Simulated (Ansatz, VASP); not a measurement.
# CdS in VASP and in Ansatz

The input INCAR:

```
SYSTEM = CdS
ALGO = Normal ; EDIFF = 1E-7
ENCUT = 520 ; GGA = PE
ISIF = 2 ; ISMEAR = -1
LASPH = .True. ; LCHARG = .True.
LELF = .True. ; LREAL = .False.
LVHAR = .True. ; LWAVE = .False.
NBANDS = 26 ; NELM = 80
PREC = Accurate ; SIGMA = 0.02
```

File KPOINTS:

```
k-points
0
Gamma
  12 12 4
  0 0 0
```

The input POSCAR:

```
CdS
1.0
    3.9980172314      0.0000000000      0.0000000000
   -1.9990086157      3.4623844872      0.0000000000
    0.0000000000      0.0000000000      6.4953700704
Cd S
2 2
Direct
    0.3333333333      0.6666666667     -0.0009078261
    0.6666666667      0.3333333333      0.4990921739
    0.3333333333      0.6666666667      0.3759078261
    0.6666666667      0.3333333333      0.8759078261
```

Input for Ansatz:

```yaml
crystal:
  lattice:
    - [3.9980172314, 0.0, 0.0]
    - [-1.9990086157, 3.4623844872, 0.0]
    - [0.0, 0.0, 6.4953700704]
  atoms:
    - { symbol: Cd, position: [0.3333333333, 0.6666666667, -0.0009078261] }
    - { symbol: Cd, position: [0.6666666667, 0.3333333333, 0.4990921739] }
    - { symbol: S, position: [0.3333333333, 0.6666666667, 0.3759078261] }
    - { symbol: S, position: [0.6666666667, 0.3333333333, 0.8759078261] }
kpoints:
  mp_grid: { grid: [12, 12, 4] }
  band_path:
    path:
      - [0.0, 0.0, 0.0]
      - [0.5, 0.0, 0.0]
      - [0.3333333333, 0.3333333333, 0.0]
      - [0.0, 0.0, 0.5]
      - [0.5, 0.0, 0.5]
      - [0.3333333333, 0.3333333333, 0.5]
    npoints: 1
hamiltonian:
  xc: pbe
scf:
  occupations: { method: fermi_dirac, width: 0.02 }
  n_extra_bands: 5
output:
  forces: true
  stress: true
  eigenvalues: true
```

Change from the starting cell: hydrostatic strain -4.0%.

Alike in both runs: task single point; functional PBE; k mesh 12 × 12 × 4; occupations fermi-dirac, width 0.02 eV; no spin polarisation.

```csv
,VASP,Ansatz
version,VASP 6.6.1,Ansatz 0.2.0
potentials or method,"VASP PAW PBE potentials, release 64 (Cd, S)","plane waves, PAW"
plane-wave cutoff (eV),520,420
valence electrons in the cell,36,52
```

VASP gave:

```
gap on the k mesh at the Fermi level (eV)                     : 1.46
pressure (GPa)                                                : 11.5
traceless stress, the component that is largest in VASP (GPa) : 0.09
```

Question: What did Ansatz give for the same quantities?

Answer: gap on the k mesh at the Fermi level (eV): 1.45; pressure (GPa): 10.9; traceless stress, the component that is largest in VASP (GPa): 0.09.

VASP's potentials hold 36 valence electrons a cell and Ansatz's 52, so a difference there can come from the potentials and not from the codes.
